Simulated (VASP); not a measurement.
Write the native input for VASP 6.6.1 that does the following.

```yaml
Task: single point
Functional: PBE
Dispersion: D3(BJ)
Potentials_or_basis: VASP PAW PBE potentials, release 64 (Bi_d)
Cutoff: 520 eV
k_mesh: 18 × 18 × 18
Occupations: gaussian, width 0.15 eV
Spin: no spin polarisation
Dipole_correction: no
Further_INCAR_settings: ALGO = Fast; EDIFF = 1e-06; NBANDS = 14
```

The structure of Bi lies in POSCAR:

```
Bi
1.0
   -1.8305013868      1.8305013868      2.1255782104
    1.8305013868     -1.8305013868      2.1255782104
    1.8305013868      1.8305013868     -2.1255782104
Bi
1
Direct
    0.0000000000      0.0000000000      0.0000000000
```

This cell differs from its parent crystal: volume 28.489 Å^3 an atom, c/a of the conventional cell 1.1612.

One way to write it, as run:

INCAR

```
SYSTEM = Bi
ALGO     = Fast           ! electronic algorithm
EDIFF    = 1E-6           ! SCF threshold, eV
ENCUT    = 520            ! plane-wave cutoff, eV
GGA      = PE             ! functional
ISIF     = 2              ! what is computed and relaxed
ISMEAR   = 0              ! smearing method
IVDW     = 12             ! dispersion correction
LASPH    = .True.         ! aspherical terms in the spheres
LCHARG   = .False.        ! write CHGCAR
LREAL    = .False.        ! projectors in reciprocal space
LWAVE    = .False.        ! write WAVECAR
NBANDS   = 14             ! bands
NELM     = 100            ! most SCF steps
PREC     = Accurate       ! precision mode
SIGMA    = 0.15           ! smearing width, eV
```

KPOINTS

```
k-points
0
Gamma
  18 18 18
  0 0 0
```

Potentials or basis: VASP PAW PBE potentials, release 64 (Bi_d).

Launch:

```console
$ cat potpaw_PBE.64/Bi_d/POTCAR > POTCAR
$ mpirun -np 1 vasp_std > vasp.out
```

Results of the run:

```json
{
 "Pressure": "3.9 GPa",
 "Dispersion energy per atom": "-0.553 eV"
}
```

Caveat: pairwise dispersion overbinds metals, which lowers pressure and volume.

Wall time 2.5 min on 1 thread of Intel Xeon 6975P-C (shared host), peak memory 0.3 GiB.
